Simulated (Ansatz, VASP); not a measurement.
**K3C in VASP and in Ansatz**

The input INCAR:

```
SYSTEM = K3C
ALGO = Normal ; EDIFF = 1E-6
EDIFFG = -0.04 ; ENCUT = 600
GGA = PE ; IBRION = 2
ISIF = 3 ; ISMEAR = 0
LASPH = .TRUE. ; LCHARG = .FALSE.
LREAL = .FALSE. ; LWAVE = .FALSE.
NELM = 60 ; NSW = 90
PREC = Accurate ; SIGMA = 0.1
```

The input KPOINTS:

```
k-points
0
G
  6 6 4
  0 0 0
```

File POSCAR:

```
K3C
1.0
    5.4913094600      0.0000000000      0.0000000000
   -2.7456547300      4.7556134900      0.0000000000
    0.0000000000      0.0000000000      4.1781263900
K C
3 1
Direct
    0.3333333300      0.6666666700      0.0000000000
    0.0000000000      0.0000000000      0.0000000000
    0.6666666700      0.3333333300      0.0000000000
    0.0000000000      0.0000000000      0.5000000000
```

Input for Ansatz:

```yaml
crystal:
  lattice:
    - [5.49130946, 0.0, 0.0]
    - [-2.74565473, 4.75561349, 0.0]
    - [0.0, 0.0, 4.17812639]
  atoms:
    - { symbol: K, position: [0.33333333, 0.66666667, 0.0] }
    - { symbol: K, position: [0.0, 0.0, 0.0] }
    - { symbol: K, position: [0.66666667, 0.33333333, 0.0] }
    - { symbol: C, position: [0.0, 0.0, 0.5] }
basis:
  ecutwfc: 420
kpoints:
  mp_grid: { grid: [6, 6, 4] }
hamiltonian:
  xc: pbe
scf:
  occupations: { method: gaussian, width: 0.1 }
  lower_state_search: "off"
output:
  forces: true
  stress: true
  eigenvalues: true
relax:
  adjacent_minimum: "off"
  f_tol: 0.04
  max_steps: 70
  cell: { stress_tol: 0.4 }
```

Alike in both runs: task relaxation of cell and atoms; functional PBE; k mesh 6 × 6 × 4; occupations gaussian, width 0.1 eV; no spin polarisation.

```csv
,VASP,Ansatz
version,VASP 6.6.1,Ansatz 0.2.0
potentials or method,"VASP PAW PBE potentials, release 64 (K_sv, C), cutoff 600 eV","scalar-relativistic, plane waves, PAW"
valence electrons in the cell,31,31
```

VASP gave:

| Property | Result |
| --- | --- |
| gap on the k mesh at the Fermi level, each at its own relaxed structure (eV) | none |
| relaxed volume (Å³/atom) | 51.34 |
| relaxed cell length with the largest relative difference (Å) | 6.981 |

Problem. Which values does Ansatz return?

Solution. gap on the k mesh at the Fermi level, each at its own relaxed structure (eV): none; relaxed volume (Å³/atom): 51.76; relaxed cell length with the largest relative difference (Å): 7.030.

A gap of «none» marks a metal or a gap that the smearing closes.

The k mesh is coarse, so the values compare programs but aren't converged. Noted on VASP's run: the volume moved by over 15 % at a fixed basis, so the end points are rough.
